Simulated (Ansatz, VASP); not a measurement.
# Two plane-wave programs on SrAl3O2

```
Sr Al O
1.0
     6.21049    0.00000    0.00000
    -3.10525    5.37845    0.00000
     0.00000    0.00000    3.10224
Sr Al O
1 3 2
Direct
  0.00000 0.00000 0.50000
  0.50000 0.00000 0.50000
  0.00000 0.50000 0.50000
  0.50000 0.50000 0.50000
  0.33333 0.66667 0.00000
  0.66667 0.33333 0.00000
```

Alike in both runs: functional PBE; k mesh 3 × 3 × 6; occupations gaussian, width 0.1 eV; no spin polarisation.

Ansatz relaxed the structure, and its values are those at the end. VASP's run is a single point on that final structure, the one shown.

```csv
,VASP,Ansatz
version,VASP 6.6.1,Ansatz 0.2.0
potentials or method,"VASP PAW PBE potentials, release 64 (Sr_sv, Al, O), cutoff 520 eV","scalar-relativistic, plane waves, PAW"
valence electrons in the cell,31,31
```

|  | VASP | Ansatz | Ansatz less VASP |
| --- | --- | --- | --- |
| gap on the k mesh at the Fermi level (eV) | none | none | - |
| pressure (GPa) | 0.3 | 0.3 | 0.00 |

A gap of «none» marks a metal or a gap that the smearing closes.

The k mesh is coarse, so the values compare programs but aren't converged.
